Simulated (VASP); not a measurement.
# SiC (3C silicon carbide) (F-43m) in VASP: further runs

The runs below take SiC (3C silicon carbide) through single point, relaxation of cell and atoms, with LDA.

All numbers are computed with VASP 6.6.1; they aren't measurements. Logs are shortened: lines on timing, memory, paths and dates and some standing lists are left out, and cuts for length are marked.

## (1) The cell of the first run

It takes space group F-43m (No. 216, cubic). Conventional cell: a = 4.329 Å, b = 4.329 Å, c = 4.329 Å, α = 90.00°, β = 90.00°, γ = 90.00°. Si (site symmetry -43m) has 4 C at 1.87 Å within 2.5 Å. Within 2.5 Å of C (site symmetry -43m) lie 4 Si at 1.87 Å.

## (2) Single point, LDA

File INCAR:

```
  ALGO = Normal
  EDIFF = 1E-7
  ENCUT = 520
  ISIF = 2
  ISMEAR = 0
  LASPH = T
  LCHARG = F
  LREAL = F
  LWAVE = F
  NBANDS = 11
  NELM = 80
  PREC = Accurate
  SIGMA = 0.01
```

File KPOINTS:

```
k-points
0
Gamma
  8 8 8
```

File POSCAR:

```
SiC
1.0
    0.0000000000      2.1645114678      2.1645114678
    2.1645114678      0.0000000000      2.1645114678
    2.1645114678      2.1645114678      0.0000000000
Si C
1 1
Direct
    0.0000000000      0.0000000000      0.0000000000
    0.2500000000      0.2500000000      0.2500000000
```

Potentials or basis: VASP PAW LDA potentials, release 64 (Si, C).

Launch:

```sh
> cat potpaw_LDA.64/Si/POTCAR potpaw_LDA.64/C/POTCAR > POTCAR
> mpirun -np 1 vasp_std > vasp.out
```

OUTCAR:

```text
EDIFF = 1E-7
   ENCUT = 520
   ISIF = 2
   ISMEAR = 0
   LASPH = T
   LREAL = F
   NELM = 80
   PREC = Accurate

 ion  position               nearest neighbor table
   1  0.000  0.000  0.000-   2 1.87   2 1.87   2 1.87   2 1.87
   2  0.250  0.250  0.250-   1 1.87   1 1.87   1 1.87   1 1.87

  LATTYP: Found a face centered cubic cell.
 ALAT       =     4.3290229356

  Lattice vectors:

 A1 = (   0.0000000000,   2.1645114678,   2.1645114678)
 A2 = (   2.1645114678,   0.0000000000,   2.1645114678)
 A3 = (   2.1645114678,   2.1645114678,   0.0000000000)

Analysis of symmetry for initial positions (statically):
=====================================================================
 Subroutine PRICEL returns:
 Original cell was already a primitive cell.

 Routine SETGRP: Setting up the symmetry group for a
 face centered cubic supercell.

 Subroutine GETGRP returns: Found 24 space group operations
 (whereof 24 operations were pure point group operations)
 out of a pool of 48 trial point group operations.

The static configuration has the point symmetry T_d .

Analysis of symmetry for dynamics (positions and initial velocities):
=====================================================================
 Subroutine PRICEL returns:
 Original cell was already a primitive cell.

 Routine SETGRP: Setting up the symmetry group for a
 face centered cubic supercell.

 Subroutine GETGRP returns: Found 24 space group operations
 (whereof 24 operations were pure point group operations)
 out of a pool of 48 trial point group operations.

The dynamic configuration has the point symmetry T_d .

 Subroutine INISYM returns: Found 24 space group operations
 (whereof 24 operations are pure point group operations),
 and found     1 'primitive' translations

----------------------------------------------------------------------------------------

                                     Primitive cell

  volume of cell :      20.2819

  direct lattice vectors                    reciprocal lattice vectors
     0.000000000  2.164511468  2.164511468    -0.230999007  0.230999007  0.230999007
     2.164511468  0.000000000  2.164511468     0.230999007 -0.230999007  0.230999007
     2.164511468  2.164511468  0.000000000     0.230999007  0.230999007 -0.230999007

  length of vectors
     3.061081474  3.061081474  3.061081474     0.400102017  0.400102017  0.400102017

  position of ions in fractional coordinates (direct lattice)
     0.000000000  0.000000000  0.000000000
     0.250000000  0.250000000  0.250000000

  ion indices of the primitive-cell ions
   primitive index   ion index
                 1           1
                 2           2

----------------------------------------------------------------------------------------

 KPOINTS: k-points

Automatic generation of k-mesh.
 Grid dimensions read from file:
 generate k-points for:    8    8    8

 Generating k-lattice:

  Cartesian coordinates                     Fractional coordinates (reciprocal lattice)
    -0.028874876  0.028874876  0.028874876     0.125000000  0.000000000  0.000000000
     0.028874876 -0.028874876  0.028874876     0.000000000  0.125000000  0.000000000
     0.028874876  0.028874876 -0.028874876     0.000000000  0.000000000  0.125000000

  Length of vectors
     0.050012752  0.050012752  0.050012752

  Shift w.r.t. Gamma in fractional coordinates (k-lattice)
     0.000000000  0.000000000  0.000000000

 Subroutine IBZKPT returns following result:
 ===========================================

 Found     29 irreducible k-points:

 Following reciprocal coordinates:
            Coordinates               Weight
  0.000000  0.000000  0.000000      1.000000
  0.125000  0.000000  0.000000      8.000000
  0.250000  0.000000  0.000000      8.000000
  0.375000  0.000000  0.000000      8.000000
  0.500000  0.000000  0.000000      4.000000
  0.125000  0.125000  0.000000      6.000000
[... 16 lines left out ...]
  0.500000  0.250000  0.125000     48.000000
 -0.375000  0.250000  0.125000     24.000000
 [... further k-points ...]
   k-points           NKPTS =     29   k-points in BZ     NKDIM =     29   number of bands    NBANDS=     11
   number of dos      NEDOS =    301   number of ions     NIONS =      2
   total plane-waves  NPLWV =  13824
   dimension x,y,z NGX =    24 NGY =   24 NGZ =   24
   dimension x,y,z NGXF=    48 NGYF=   48 NGZF=   48
   ions per type =               1   1
   NGX,Y,Z   is equivalent  to a cutoff of  13.03, 13.03, 13.03 a.u.
   NGXF,Y,Z  is equivalent  to a cutoff of  26.07, 26.07, 26.07 a.u.
 SYSTEM =  unknown system
   PREC   = accura    normal or accurate (medium, high low for compatibility)
   ISTART =      0    job   : 0-new  1-cont  2-samecut
   ICHARG =      2    charge: 1-file 2-atom 10-const
   ISPIN  =      1    spin polarized calculation?
   LNONCOLLINEAR =      F non collinear calculations
   LSORBIT =      F    spin-orbit coupling
   LASPH  =      T    aspherical Exc in radial PAW
   ENCUT  =  520.0 eV  38.22 Ry    6.18 a.u.   5.69  5.69  5.69*2*pi/ulx,y,z
   NELM   =     80;   NELMIN=  2; NELMDL= -5     # of ELM steps
   EDIFF  = 0.1E-06   stopping-criterion for ELM
   LREAL  =      F    real-space projection
   EDIFFG = 0.1E-05   stopping-criterion for IOM
   NSW    =      0    number of steps for IOM
   IBRION =     -1    ionic relax: 0-MD 1-quasi-New 2-CG
   NFREE  =      0    steps in history (QN), initial steepest desc. (CG)
   ISIF   =      2    stress and relaxation
   ISYM   =      2    0-nonsym 1-usesym 2-fastsym
   POTIM  = 0.5000    time-step for ionic-motion
   TEBEG  =    0.0;   TEEND  =   0.0 temperature during run
   PSTRESS=    0.0 pullay stress
   NELECT =       8.0000    total number of electrons
   NUPDOWN=      -1.0000    fix difference up-down
   EMIN   =  10.00;   EMAX   =-10.00  energy-range for DOS
   EFERMI =   0.00;   METHOD = LEGACY
   ISMEAR =     0;   SIGMA  =   0.01  broadening in eV -4-tet -1-fermi 0-gaus
   EFERMI_NEDOS =   21; number of points for ismear=-14 and -15
   IALGO  =     38    algorithm
   IMIX   =      4    mixing-type and parameters
     AMIX     =   0.40;   BMIX     =  1.00
     AMIX_MAG =   1.60;   BMIX_MAG =  1.00
  volume/ion in A,a.u.               =      10.14        68.43
  Fermi-wavevector in a.u.,A,eV,Ry     =   1.200609  2.268822 19.612282  1.441462
  Thomas-Fermi vector in A             =   2.336440
   LORBIT       =      0    0 simple, 1 ext, 2 COOP (PROOUT), +10 PAW based schemes
   GGA     = CA    functional components
   LHFCALC =     F    Hartree Fock is set to
   AEXX    =    0.0000 exact exchange contribution
   IVDW    =     0    specifies the selected vdW correction
   LEPSILON=     F    determine dielectric tensor
   LRPA    =     F    only Hartree local field effects (RPA)
 non-spin polarized calculation
 Gauss-broadening in eV      SIGMA  =   0.01
  energy-cutoff  :      520.00
  volume of cell :       20.28
 maximum number of plane-waves:       568
   NGX = 11   NGY = 11   NGZ = 11

 number of electron       8.0000000 magnetization

 Free energy of the ion-electron system (eV)
  ---------------------------------------------------
  ext. energy  EPLUGINS =         0.00000000
  ---------------------------------------------------
  free energy    TOTEN  =       -16.64140483 eV

  energy without entropy =      -16.64140483  energy(sigma->0) =      -16.64140483

 E-fermi :   8.3710     XC(G=0): -11.6417

 val. band max:        8.2920466859   @ k =   0.0000   0.0000   0.0000
 cond. band min:       9.5784497123   @ k =   0.5000   0.5000   0.0000
 fundamental gap:      1.2864030264
 Fermi energy:         8.3710074364

 k-point     1 :       0.0000    0.0000    0.0000
  band No.  band energies     occupation
      1      -7.1814      2.00000
      2       8.2920      2.00000
      3       8.2920      2.00000
      4       8.2920      2.00000
      5      14.8199      0.00000
      6      15.6217      0.00000
      7      15.6217      0.00000
      8      15.6217      0.00000
      9      22.8672      0.00000
     10      22.8672      0.00000
     11      24.7741      0.00000

 k-point     2 :       0.1250    0.0000    0.0000
  band No.  band energies     occupation
      1      -6.8709      2.00000
      2       6.8160      2.00000
      3       8.0892      2.00000
      4       8.0892      2.00000
      5      14.9344      0.00000
      6      15.9754      0.00000
      7      15.9754      0.00000
      8      16.2334      0.00000
      9      21.6098      0.00000
     10      21.6098      0.00000
     11      24.3091      0.00000

 k-point     3 :       0.2500    0.0000    0.0000
  band No.  band energies     occupation
      1      -5.9606      2.00000
      2       3.9860      2.00000
      3       7.6813      2.00000
      4       7.6813      2.00000
      5      14.4108      0.00000
      6      16.2129      0.00000
      7      16.2129      0.00000
      8      17.7237      0.00000
      9      21.4366      0.00000
     10      21.4366      0.00000
     11      23.4231      0.00000

 k-point     4 :       0.3750    0.0000    0.0000
  band No.  band energies     occupation
      1      -4.5652      2.00000
      2       1.1970      2.00000
      3       7.3525      2.00000
      4       7.3525      2.00000
      5      14.0024      0.00000
      6      15.7629      0.00000
      7      15.7629      0.00000
      8      18.3156      0.00000
      9      23.4446      0.00000
     10      23.4446      0.00000
     11      23.8308      0.00000
[... 239 lines left out ...]
 k-point    22 :       0.3750    0.2500    0.1250
  band No.  band energies     occupation
      1      -5.1685      2.00000
      2       3.8269      2.00000
      3       5.3847      2.00000
      4       7.0080      2.00000
      5      13.6386      0.00000
      6      15.9540      0.00000
      7      16.8221      0.00000
      8      18.4001      0.00000
      9      20.5878      0.00000
     10      24.3214      0.00000
     11      27.7950      0.00000

 k-point    23 :       0.5000    0.2500    0.1250
  band No.  band energies     occupation
      1      -3.8242      2.00000
      2       1.7420      2.00000
      3       4.6532      2.00000
      4       6.3411      2.00000
      5      13.5579      0.00000
      6      15.9376      0.00000
      7      17.5347      0.00000
      8      18.7830      0.00000
      9      21.7084      0.00000
     10      24.8133      0.00000
     11      27.7037      0.00000

 k-point    24 :      -0.3750    0.2500    0.1250
  band No.  band energies     occupation
      1      -2.8188      2.00000
      2       0.3572      2.00000
      3       4.5514      2.00000
      4       5.9936      2.00000
      5      13.4928      0.00000
      6      15.6261      0.00000
      7      18.4849      0.00000
      8      19.3261      0.00000
      9      21.7461      0.00000
     10      24.5514      0.00000
     11      27.6679      0.00000

 [... further k-points ...]
[... 5 lines left out ...]
  --------------------------------------------------------------------------------------
  -------------------------------------------------------------------------------------
  Total        0.0514090      0.0514090      0.0514090     -0.0000000      0.0000000      0.0000000
  in kB        4.0610688      4.0610688      4.0610688     -0.0000000      0.0000000      0.0000000
  external PRESSURE =       4.0610688 kB  Pullay stress =       0.0000000 kB

 VOLUME and BASIS-vectors are now :
 -----------------------------------------------------------------------------
  energy-cutoff  :      520.00
  volume of cell :       20.28
      direct lattice vectors                 reciprocal lattice vectors
     0.000000000  2.164511468  2.164511468    -0.230999007  0.230999007  0.230999007
     2.164511468  0.000000000  2.164511468     0.230999007 -0.230999007  0.230999007
     2.164511468  2.164511468  0.000000000     0.230999007  0.230999007 -0.230999007

 POSITION                                       TOTAL-FORCE (eV/Angst)
 -----------------------------------------------------------------------------------
      0.00000      0.00000      0.00000        -0.000000     -0.000000     -0.000000
      1.08226      1.08226      1.08226         0.000000      0.000000      0.000000
 -----------------------------------------------------------------------------------
    total drift:                                0.000000      0.000000      0.000000

  FREE ENERGIE OF THE ION-ELECTRON SYSTEM (eV)
  ---------------------------------------------------
  free  energy   TOTEN  =       -16.6414048302 eV

  energy  without entropy=      -16.6414048302  energy(sigma->0) =      -16.64140483
```

It took 2.2 s on 1 thread of Intel Xeon 6975P-C (Granite Rapids), shared host; peak memory 0.12 GiB.

Results:

| Property | Result |
| --- | --- |
| Free energy | -16.6414 eV |
| Pressure | 0.4 GPa |
| Band gap on the k mesh | 1.29 eV, indirect (least direct gap 4.52 eV) |

A k mesh can miss the band edges. Expect the measured gap to be larger: semilocal functionals such as LDA lack the derivative discontinuity.

## (3) Relaxation of cell and atoms, LDA

This run uses another cell than the first one, of 10.36 Å³/atom, 1.022 times its volume.

File INCAR:

```
PREC = Accurate
ENCUT = 600
EDIFF = 1E-7
ISMEAR = 0
SIGMA = 0.01
LREAL = F
LASPH = T
NELM = 100
ALGO = Normal
ISIF = 3
LWAVE = F
LCHARG = F
GGA = CA
IBRION = 2
NSW = 80
EDIFFG = -0.002
```

File KPOINTS:

```
Automatic mesh
0
Gamma
  8 8 8
```

File POSCAR:

```
SiC
1.0
    0.0000000000      2.1800000000      2.1800000000
    2.1800000000      0.0000000000      2.1800000000
    2.1800000000      2.1800000000      0.0000000000
Si C
1 1
Direct
    0.0000000000      0.0000000000      0.0000000000
    0.2500000000      0.2500000000      0.2500000000
```

Potentials or basis: VASP PAW LDA potentials, release 64 (Si, C).

Launch:

```sh
> cat potpaw_LDA.64/Si/POTCAR potpaw_LDA.64/C/POTCAR > POTCAR
> mpirun -np 1 vasp_std > vasp.out
```

It took 7.2 s on 1 thread of Intel Xeon 6975P-C (Granite Rapids), shared host; peak memory 0.13 GiB.

It converged, with:

| Item | Value |
| --- | --- |
| Free energy | -16.6441 eV |
| Relaxed volume | 10.15 Å³/atom |
| Relaxed cell | a = 3.062 Å, b = 3.062 Å, c = 3.062 Å, α = 60.00°, β = 60.00°, γ = 60.00° |
| Space group after relaxing (to 0.05 Å) | F-43m (No. 216) |
| Energy gained by relaxing | 3.0 meV/atom |
| Ionic steps | 3 |
| Pressure after relaxing | 0.0 GPa |
| Band gap on the k mesh | 1.29 eV, indirect (least direct gap 4.52 eV) |

Step by step:
| step | energy change (eV) | largest force (eV/Å) | pressure (GPa) | volume (Å³) |
| --- | --- | --- | --- | --- |
| 1 | 0.0000 | 0.0000 | -4.47 | 20.72 |
| 2 | 0.0010 | 0.0000 | 5.19 | 19.87 |
| 3 | -0.0059 | 0.0000 | -0.02 | 20.30 |

Final structure:
```yaml
crystal:
  lattice:
    - [0.00000, 2.16531, 2.16531]
    - [2.16531, 0.00000, 2.16531]
    - [2.16531, 2.16531, 0.00000]
  atoms:
    - { symbol: Si, position: [0.00000, 0.00000, 0.00000] }
    - { symbol: C, position: [0.25000, 0.25000, 0.25000] }
```

Levels at points of the mesh, in eV from the valence-band top:
```
           k point  band 1  band 2  band 3  band 4  band 5  band 6  band 7  band 8
(0.00, 0.00, 0.00)  -15.46    0.00    0.00    0.00    6.51    7.32    7.32    7.32
(0.50, 0.00, 0.00)  -11.77   -8.66   -1.06   -1.06    5.56    7.21    7.21   10.02
(0.50, 0.50, 0.00)  -10.27   -7.87   -3.23   -3.23    1.29    4.26   14.05   14.05
```
